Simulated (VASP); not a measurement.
# TiO2 (R-3m) in VASP: further runs

TiO2 is run at these levels: r2SCAN; tasks: single point.

All numbers are computed with VASP 6.6.1; they aren't measurements. Logs are shortened: lines on timing, memory, paths and dates and some standing lists are left out, and cuts for length are marked.

## Step 1: The cell of the first run

It takes space group R-3m (No. 166, trigonal). The conventional cell has a = 2.973 Å, b = 2.973 Å, c = 20.793 Å, α = 90.00°, β = 90.00°, γ = 120.00°. Within 2.6 Å of Ti (site symmetry -3m) lie 6 O at 1.96 Å. O (site symmetry 3m) has 3 Ti at 1.96 Å and 3 O at 2.57 Å within 2.6 Å.

## Step 2: Single point, r2SCAN

POSCAR

```
TiO2
1.0
    1.4864575173      0.8582095041      6.9308560115
   -1.4864629341      0.8582097751      6.9308571397
   -0.0000024736     -1.7164147237      6.9308560115
Ti O
1 2
Direct
    0.0000000000      0.0000000000      0.0000000000
    0.6207378972      0.6207384311      0.6207378972
    0.3792621028      0.3792615689      0.3792621028
```

INCAR.step1

```
SYSTEM = TiO2
ALGO = Normal
EDIFF = 1E-4
ENCUT = 520
GGA = PE
ISMEAR = -1
LASPH = .TRUE.
LCHARG = .FALSE.
LREAL = .FALSE.
LWAVE = .TRUE.
NBANDS = 19
NELM = 60
PREC = Accurate
SIGMA = 0.02
```

INCAR.step2

```
SYSTEM = TiO2
ALGO = Normal
EDIFF = 1E-6
ENCUT = 520
ISIF = 2
ISMEAR = -1
ISTART = 1
LASPH = .TRUE.
LCHARG = .FALSE.
LMIXTAU = .TRUE.
LREAL = .FALSE.
LWAVE = .FALSE.
METAGGA = R2SCAN
NBANDS = 19
NELM = 60
PREC = Accurate
SIGMA = 0.02
```

KPOINTS

```
k-points
0
G
  8 8 8
  0 0 0
```

Potentials or basis: VASP PAW PBE potentials, release 64 (Ti_sv, O).

Run with:

```sh
$ cat potpaw_PBE.64/Ti_sv/POTCAR potpaw_PBE.64/O/POTCAR > POTCAR
$ cp INCAR.step1 INCAR
$ mpirun -np 1 vasp_std > vasp.out
$ cp INCAR.step2 INCAR
$ mpirun -np 1 vasp_std > vasp.out
```

OUTCAR:

```text
SYSTEM = TiO2
   EDIFF = 1E-6
   ENCUT = 520
   ISIF = 2
   ISMEAR = -1
   ISTART = 1
   LASPH = .TRUE.
   LREAL = .FALSE.
   METAGGA = R2SCAN
   NELM = 60
   PREC = Accurate

 ion  position               nearest neighbor table
   1  0.000  0.000  0.000-   2 1.96   3 1.96   3 1.96   2 1.96   3 1.96   2 1.96
   2  0.621  0.621  0.621-   1 1.96   1 1.96   1 1.96
   3  0.379  0.379  0.379-   1 1.96   1 1.96   1 1.96

  LATTYP: Found a trigonal (rhomboedric) cell.
 ALAT       =     7.1402294615
 COS(alpha) =     0.9133213016

  Lattice vectors:

 A1 = (   1.4864575173,   0.8582095041,   6.9308560115)
 A2 = (  -1.4864629341,   0.8582097751,   6.9308571397)
 A3 = (  -0.0000024736,  -1.7164147237,   6.9308560115)

Analysis of symmetry for initial positions (statically):
=====================================================================
 Subroutine PRICEL returns:
 Original cell was already a primitive cell.

 Routine SETGRP: Setting up the symmetry group for a
 trigonal (rhombohedral) supercell.

 Subroutine GETGRP returns: Found 12 space group operations
 (whereof 12 operations were pure point group operations)
 out of a pool of 12 trial point group operations.

The static configuration has the point symmetry D_3d.

Analysis of symmetry for dynamics (positions and initial velocities):
=====================================================================
 Subroutine PRICEL returns:
 Original cell was already a primitive cell.

 Routine SETGRP: Setting up the symmetry group for a
 trigonal (rhombohedral) supercell.

 Subroutine GETGRP returns: Found 12 space group operations
 (whereof 12 operations were pure point group operations)
 out of a pool of 12 trial point group operations.

The dynamic configuration has the point symmetry D_3d.

 Subroutine INISYM returns: Found 12 space group operations
 (whereof 12 operations are pure point group operations),
 and found     1 'primitive' translations

----------------------------------------------------------------------------------------

                                     Primitive cell

  volume of cell :      53.0498

  direct lattice vectors                    reciprocal lattice vectors
     1.486457517  0.858209504  6.930856012     0.336369615  0.194203107  0.048094190
    -1.486462934  0.858209775  6.930857140    -0.336369543  0.194203046  0.048093935
    -0.000002474 -1.716414724  6.930856012    -0.000000017 -0.388406185  0.048094190

  length of vectors
     7.140227206  7.140229462  7.140227206     0.391372477  0.391372353  0.391372477

  position of ions in fractional coordinates (direct lattice)
     0.000000000  0.000000000  0.000000000
     0.620737897  0.620738431  0.620737897
     0.379262103  0.379261569  0.379262103

  ion indices of the primitive-cell ions
   primitive index   ion index
                 1           1
                 2           2
                 3           3

----------------------------------------------------------------------------------------

 KPOINTS: k-points

Automatic generation of k-mesh.
 Grid dimensions read from file:
 generate k-points for:    8    8    8

 Generating k-lattice:

  Cartesian coordinates                     Fractional coordinates (reciprocal lattice)
     0.042046202  0.024275388  0.006011774     0.125000000 -0.000000000 -0.000000000
    -0.042046193  0.024275381  0.006011742     0.000000000  0.125000000  0.000000000
    -0.000000002 -0.048550773  0.006011774     0.000000000  0.000000000  0.125000000

  Length of vectors
     0.048921560  0.048921544  0.048921560

  Shift w.r.t. Gamma in fractional coordinates (k-lattice)
     0.000000000  0.000000000  0.000000000

 Subroutine IBZKPT returns following result:
 ===========================================

 Found     65 irreducible k-points:

 Following reciprocal coordinates:
            Coordinates               Weight
  0.000000  0.000000  0.000000      1.000000
  0.125000  0.000000 -0.000000      6.000000
  0.250000  0.000000 -0.000000      6.000000
  0.375000  0.000000  0.000000      6.000000
  0.500000  0.000000 -0.000000      3.000000
  0.125000  0.125000 -0.000000      6.000000
[... 16 lines left out ...]
  0.250000  0.125000  0.125000      6.000000
  0.375000  0.125000  0.125000      6.000000
 [... further k-points ...]
   k-points           NKPTS =     65   k-points in BZ     NKDIM =     65   number of bands    NBANDS=     19
   number of dos      NEDOS =    301   number of ions     NIONS =      3
   total plane-waves  NPLWV = 157464
   dimension x,y,z NGX =    54 NGY =   54 NGZ =   54
   dimension x,y,z NGXF=   108 NGYF=  108 NGZF=  108
   ions per type =               1   2
   NGX,Y,Z   is equivalent  to a cutoff of  12.57, 12.57, 12.57 a.u.
   NGXF,Y,Z  is equivalent  to a cutoff of  25.15, 25.15, 25.15 a.u.
 SYSTEM =  TiO2
   PREC   = accura    normal or accurate (medium, high low for compatibility)
   ISTART =      1    job   : 0-new  1-cont  2-samecut
   ICHARG =      0    charge: 1-file 2-atom 10-const
   ISPIN  =      1    spin polarized calculation?
   LNONCOLLINEAR =      F non collinear calculations
   LSORBIT =      F    spin-orbit coupling
   LASPH  =      T    aspherical Exc in radial PAW
   ENCUT  =  520.0 eV  38.22 Ry    6.18 a.u.  13.28 13.28 13.28*2*pi/ulx,y,z
   NELM   =     60;   NELMIN=  2; NELMDL=  0     # of ELM steps
   EDIFF  = 0.1E-05   stopping-criterion for ELM
   LREAL  =      F    real-space projection
   EDIFFG = 0.1E-04   stopping-criterion for IOM
   NSW    =      0    number of steps for IOM
   IBRION =     -1    ionic relax: 0-MD 1-quasi-New 2-CG
   NFREE  =      0    steps in history (QN), initial steepest desc. (CG)
   ISIF   =      2    stress and relaxation
   ISYM   =      2    0-nonsym 1-usesym 2-fastsym
   POTIM  = 0.5000    time-step for ionic-motion
   TEBEG  =    0.0;   TEEND  =   0.0 temperature during run
   PSTRESS=    0.0 pullay stress
   NELECT =      24.0000    total number of electrons
   NUPDOWN=      -1.0000    fix difference up-down
   EMIN   =  10.00;   EMAX   =-10.00  energy-range for DOS
   EFERMI =   0.00;   METHOD = LEGACY
   ISMEAR =    -1;   SIGMA  =   0.02  broadening in eV -4-tet -1-fermi 0-gaus
   EFERMI_NEDOS =   21; number of points for ismear=-14 and -15
   IALGO  =     38    algorithm
   IMIX   =      4    mixing-type and parameters
     AMIX     =   0.40;   BMIX     =  1.00
     AMIX_MAG =   1.60;   BMIX_MAG =  1.00
  volume/ion in A,a.u.               =      17.68       119.33
  Fermi-wavevector in a.u.,A,eV,Ry     =   1.256755  2.374922 21.489486  1.579433
  Thomas-Fermi vector in A             =   2.390447
   LORBIT       =      0    0 simple, 1 ext, 2 COOP (PROOUT), +10 PAW based schemes
   METAGGA = R2SCAN    functional components
   LHFCALC =     F    Hartree Fock is set to
   AEXX    =    0.0000 exact exchange contribution
   IVDW    =     0    specifies the selected vdW correction
   LEPSILON=     F    determine dielectric tensor
   LRPA    =     F    only Hartree local field effects (RPA)
 non-spin polarized calculation
  energy-cutoff  :      520.00
  volume of cell :       53.05
 maximum number of plane-waves:      1463
 NGX is ok and might be reduce to    54
   NGX = 27   NGY = 27   NGZ = 27

 number of electron      24.0000006 magnetization

 Free energy of the ion-electron system (eV)
  ---------------------------------------------------
  ext. energy  EPLUGINS =         0.00000000
  ---------------------------------------------------
  free energy    TOTEN  =       -34.37896740 eV

  energy without entropy =      -34.37896740  energy(sigma->0) =      -34.37896740

 E-fermi :  -0.8655     XC(G=0):  -7.9892

 val. band max:       -1.3644217790   @ k =  -0.1250   0.1250  -0.0000
 cond. band min:       1.8227357438   @ k =   0.2500   0.2500   0.2500
 fundamental gap:      3.1871575228
 Fermi energy:        -0.8654756766

 k-point     1 :       0.0000    0.0000    0.0000
  band No.  band energies     occupation
      1     -59.8287      2.00000
      2     -35.0485      2.00000
      3     -34.7628      2.00000
      4     -34.7627      2.00000
      5     -19.8408      2.00000
      6     -18.0143      2.00000
[... 11 lines left out ...]
     18       6.5950      0.00000
     19      10.0186      0.00000

 k-point     2 :       0.1250    0.0000   -0.0000
  band No.  band energies     occupation
      1     -59.8174      2.00000
      2     -35.0272      2.00000
      3     -34.8602      2.00000
      4     -34.7805      2.00000
      5     -19.6349      2.00000
      6     -18.1276      2.00000
[... 11 lines left out ...]
     18       7.0626      0.00000
     19      10.5420      0.00000

 k-point     3 :       0.2500    0.0000   -0.0000
  band No.  band energies     occupation
      1     -59.7900      2.00000
      2     -35.0929      2.00000
      3     -34.9712      2.00000
      4     -34.8230      2.00000
      5     -19.1617      2.00000
      6     -18.3606      2.00000
[... 11 lines left out ...]
     18       8.2252      0.00000
     19      11.5309      0.00000

 k-point     4 :       0.3750    0.0000    0.0000
  band No.  band energies     occupation
      1     -59.7624      2.00000
      2     -35.3126      2.00000
      3     -34.9186      2.00000
      4     -34.8651      2.00000
      5     -18.9333      2.00000
      6     -18.3198      2.00000
[... 11 lines left out ...]
     18       9.8085      0.00000
     19      12.6349      0.00000

 k-point     5 :       0.5000    0.0000   -0.0000
  band No.  band energies     occupation
      1     -59.7509      2.00000
      2     -35.4017      2.00000
      3     -34.8962      2.00000
      4     -34.8825      2.00000
      5     -18.9796      2.00000
      6     -18.1509      2.00000
[... 11 lines left out ...]
     18      11.5530      0.00000
     19      11.8694      0.00000

 k-point     6 :       0.1250    0.1250   -0.0000
  band No.  band energies     occupation
      1     -59.8174      2.00000
      2     -35.0272      2.00000
      3     -34.8602      2.00000
      4     -34.7805      2.00000
      5     -19.6349      2.00000
      6     -18.1276      2.00000
[... 11 lines left out ...]
     18       7.1209      0.00000
     19      10.3744      0.00000

 k-point     7 :       0.2500    0.1250   -0.0000
  band No.  band energies     occupation
      1     -59.7981      2.00000
      2     -35.0121      2.00000
      3     -34.9914      2.00000
      4     -34.8209      2.00000
      5     -19.2857      2.00000
      6     -18.3097      2.00000
[... 11 lines left out ...]
     18       7.9771      0.00000
     19      11.0181      0.00000

 k-point     8 :       0.3750    0.1250    0.0000
  band No.  band energies     occupation
      1     -59.7705      2.00000
      2     -35.2123      2.00000
      3     -34.9424      2.00000
      4     -34.8836      2.00000
      5     -18.8575      2.00000
      6     -18.4790      2.00000
[... 256 lines left out ...]
 k-point    20 :      -0.3750    0.3750   -0.0000
  band No.  band energies     occupation
      1     -59.7429      2.00000
      2     -35.2750      2.00000
      3     -35.0932      2.00000
      4     -34.8836      2.00000
      5     -18.6536      2.00000
      6     -18.3970      2.00000
[... 11 lines left out ...]
     18      12.4023      0.00000
     19      13.4365      0.00000

 k-point    21 :       0.5000    0.5000   -0.0000
  band No.  band energies     occupation
      1     -59.7509      2.00000
      2     -35.4017      2.00000
      3     -34.8962      2.00000
      4     -34.8825      2.00000
      5     -18.9799      2.00000
      6     -18.1508      2.00000
[... 11 lines left out ...]
     18      11.5202      0.00000
     19      12.4001      0.00000

 k-point    22 :       0.1250    0.1250    0.1250
  band No.  band energies     occupation
      1     -59.8287      2.00000
      2     -35.0485      2.00000
      3     -34.7628      2.00000
      4     -34.7628      2.00000
      5     -19.8408      2.00000
      6     -18.0144      2.00000
[... 11 lines left out ...]
     18       6.6666      0.00000
     19       9.7407      0.00000

 k-point    23 :       0.2500    0.1250    0.1250
  band No.  band energies     occupation
      1     -59.8174      2.00000
      2     -35.0272      2.00000
      3     -34.8602      2.00000
      4     -34.7805      2.00000
      5     -19.6348      2.00000
      6     -18.1278      2.00000
[... 11 lines left out ...]
     18       7.1573      0.00000
     19      10.1463      0.00000

 k-point    24 :       0.3750    0.1250    0.1250
  band No.  band energies     occupation
      1     -59.7900      2.00000
      2     -35.0929      2.00000
      3     -34.9712      2.00000
      4     -34.8230      2.00000
      5     -19.1615      2.00000
      6     -18.3609      2.00000
[... 11 lines left out ...]
     18       8.2720      0.00000
     19      11.2558      0.00000

 [... further k-points ...]

------------------------ aborting loop because EDIFF is reached ----------------------------------------

  FORCE on cell =-STRESS in cart. coord.  units (eV):
  Direction    XX          YY          ZZ          XY          YZ          ZX
  --------------------------------------------------------------------------------------
  -------------------------------------------------------------------------------------
  Total        0.3629671      0.3629671      0.1114355     -0.0000001      0.0000001     -0.0000002
  in kB       10.9621017     10.9620994      3.3655041     -0.0000020      0.0000031     -0.0000054
  external PRESSURE =       8.4299017 kB  Pullay stress =       0.0000000 kB

 VOLUME and BASIS-vectors are now :
 -----------------------------------------------------------------------------
  energy-cutoff  :      520.00
  volume of cell :       53.05
      direct lattice vectors                 reciprocal lattice vectors
     1.486457517  0.858209504  6.930856012     0.336369615  0.194203107  0.048094190
    -1.486462934  0.858209775  6.930857140    -0.336369543  0.194203046  0.048093935
    -0.000002474 -1.716414724  6.930856012    -0.000000017 -0.388406185  0.048094190

 POSITION                                       TOTAL-FORCE (eV/Angst)
 -----------------------------------------------------------------------------------
      0.00000      0.00000      0.00000        -0.000000     -0.000000     -0.000000
     -0.00001      0.00000     12.90674         0.000000     -0.000000     -0.095855
     -0.00000      0.00000      7.88583        -0.000000      0.000000      0.095855
 -----------------------------------------------------------------------------------
    total drift:                               -0.000000      0.000000      0.000000

  FREE ENERGIE OF THE ION-ELECTRON SYSTEM (eV)
  ---------------------------------------------------
  free  energy   TOTEN  =       -34.3789674034 eV

  energy  without entropy=      -34.3789674034  energy(sigma->0) =      -34.37896740
```

Run time: 19 min. Hardware: 1 thread of Intel Xeon Platinum 8559C (Emerald Rapids), shared host; peak memory 0.43 GiB.

Results:

| Property | Result |
| --- | --- |
| Free energy | -34.3790 eV |
| Pressure | 0.8 GPa |
| Largest force | 0.096 eV/Å |
| Band gap on the k mesh | 3.19 eV (least direct gap 3.38 eV) |

Forces in eV/Å, atoms in the order of the input:
```
Ti   0.000  0.000  0.000
O    0.000  0.000 -0.096
O    0.000  0.000  0.096
```

Caveat: the PAW data sets were made with another functional, which shifts forces and pressure a little.

## Step 3: Single point, r2SCAN

This run uses another cell than the first one, of 18.07 Å³/atom.

POSCAR

```
TiO2
1.0
    1.4973312000      0.8644845700      6.9815443900
   -1.4973312000      0.8644845700      6.9815443900
    0.0000000000     -1.7289691400      6.9815443900
Ti O
1 2
Direct
    0.0000000000      0.0000000000      0.0000000000
    0.6204670000      0.6204670000      0.6204670000
    0.3795330000      0.3795330000      0.3795330000
```

INCAR.step1

```
  PREC = Accurate
  ENCUT = 520
  ISMEAR = -1
  SIGMA = 0.02
  LREAL = False
  LASPH = True
  NELM = 80
  NBANDS = 19
  GGA = PE
  ALGO = Normal
  EDIFF = 1E-4
  LWAVE = True
  LCHARG = False
```

INCAR.step2

```
  PREC = Accurate
  ENCUT = 520
  EDIFF = 1E-7
  ISMEAR = -1
  SIGMA = 0.02
  LREAL = False
  LASPH = True
  NELM = 80
  ALGO = Normal
  ISIF = 2
  LWAVE = False
  LCHARG = False
  METAGGA = R2SCAN
  LMIXTAU = True
  NBANDS = 19
  ISTART = 1
```

KPOINTS

```
regular mesh
0
Gamma
  8 8 8
```

Potentials or basis: VASP PAW PBE potentials, release 64 (Ti_sv, O).

Run with:

```sh
$ cat potpaw_PBE.64/Ti_sv/POTCAR potpaw_PBE.64/O/POTCAR > POTCAR
$ cp INCAR.step1 INCAR
$ mpirun -np 1 vasp_std > vasp.out
$ cp INCAR.step2 INCAR
$ mpirun -np 1 vasp_std > vasp.out
```

Run time: 19 min. Hardware: 1 thread of Intel Xeon Platinum 8559C (Emerald Rapids), shared host; peak memory 0.44 GiB.

The run converged. Its results:

```yaml
Free_energy: -34.3720 eV
Pressure: -2.6 GPa
Largest_force: 0.356 eV/Å
Band_gap_on_the_k_mesh: 3.10 eV (least direct gap 3.30 eV)
```

Forces in eV/Å, atoms in the order of the input:
```
Ti   0.000  0.000  0.000
O    0.000  0.000  0.356
O    0.000  0.000 -0.356
```

Stress tensor (GPa, compression positive):
```
-2.80  0.00  0.00
 0.00 -2.80  0.00
 0.00  0.00 -2.23
```

Levels at points of the mesh, in eV from the valence-band top:
| k point | band 9 | band 10 | band 11 | band 12 | band 13 | band 14 | band 15 | band 16 |
| --- | --- | --- | --- | --- | --- | --- | --- | --- |
| (0.00, 0.00, 0.00) | -3.65 | -0.59 | -0.20 | -0.20 | 3.10 | 3.10 | 4.81 | 7.23 |
| (0.50, 0.00, 0.00) | -2.59 | -1.67 | -1.25 | -0.65 | 3.33 | 4.15 | 4.21 | 6.64 |
| (0.50, 0.50, 0.00) | -2.59 | -1.68 | -1.25 | -0.64 | 3.33 | 4.15 | 4.21 | 6.63 |
| (0.50, 0.50, 0.50) | -3.63 | -0.65 | -0.20 | -0.20 | 3.10 | 3.10 | 4.83 | 7.23 |

Caveat: the PAW data sets were made with another functional, which shifts forces and pressure a little. A k mesh can miss the band edges.
